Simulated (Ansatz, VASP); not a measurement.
# Two plane-wave programs on NbTe

```
Te Nb
1.0
     3.70297    0.00000    0.00000
    -1.85149    3.20687    0.00000
     0.00000    0.00000    3.69421
Te Nb
1 1
Cartesian
  1.8515 1.0690 0.0000
  0.0000 0.0000 1.8471
```

Alike in both runs: functional LDA; k mesh 8 × 8 × 7; occupations fermi-dirac, width 0.05 eV; no spin polarisation; Hubbard terms Nb d U = 2.0 eV.

```csv
,VASP,Ansatz
version,VASP 6.6.1,Ansatz 0.2.0
potentials or method,"VASP PAW LDA potentials, release 64 (Te, Nb_sv)",Ansatz PAW
plane-wave cutoff (eV),520,420
valence electrons in the cell,19,29
task,single point,band structure
```

|  | VASP | Ansatz | Ansatz less VASP |
| --- | --- | --- | --- |
| gap on the k mesh at the Fermi level (eV) | none | none | - |
| pressure (GPa) | -5.9 | -7.2 | -1.29 |
| traceless stress, the component that is largest in VASP (GPa) | 0.07 | -0.30 | -0.364 |

LDA's correlation is that of Perdew and Zunger in VASP and of Perdew and Wang (1992) in Ansatz. The programs project onto different local orbitals, so the same U acts differently, and such runs can settle in different states. A gap of «none» marks a metal or a gap that the smearing closes. VASP's potentials hold 19 valence electrons a cell and Ansatz's 29, so a difference there can come from the potentials and not from the codes.

Spin-orbit coupling is off throughout.
